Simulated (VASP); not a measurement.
A run of VASP 6.6.1 is set up as follows.

The input INCAR:

```
SYSTEM = Mg2Si3N3
ALGO = Normal
EDIFF = 1E-6
ENCUT = 600
GGA = PE
GGA_COMPAT = .FALSE.
ISIF = 2
ISMEAR = 0
ISPIN = 2
LASPH = .TRUE.
LCHARG = .FALSE.
LORBIT = 11
LREAL = .FALSE.
LWAVE = .FALSE.
MAGMOM = 0 0 0 0 0 1 1 1
NBANDS = 30
NELM = 200
PREC = Accurate
SIGMA = 0.1
```

File KPOINTS:

```
k-points
0
G
  4 4 4
  0 0 0
```

The input POSCAR:

```
Mg2Si3N3
1.0
    2.9668040161     -3.3987123551      0.0000000000
    2.9668040161      3.3987123551      0.0000000000
    0.0000000000      0.0000000000      5.5680548275
Mg Si N
2 3 3
Direct
    0.7509988078      0.7509988078      0.6812016176
    0.2490011922      0.2490011922      0.6812016176
    0.7231645090      0.2768354910      0.2783554346
    0.0000000000      0.0000000000      0.0430399235
    0.2768354910      0.7231645090      0.2783554346
    0.5000000000      0.5000000000      0.1103728691
    0.0000000000      0.5000000000      0.4637365515
    0.5000000000      0.0000000000      0.4637365515
```

Potentials or basis: VASP PAW PBE potentials, release 64 (Mg, Si, N).

The run is started by

```console
$ cat potpaw_PBE.64/Mg/POTCAR potpaw_PBE.64/Si/POTCAR potpaw_PBE.64/N/POTCAR > POTCAR
$ mpirun -np 1 vasp_std > vasp.out
```

(1) What does it give for the largest force?

(2) Estimate the net moment.

## Answers

(1) 0.030 eV/Å.

(2) 0.01 μB per cell.
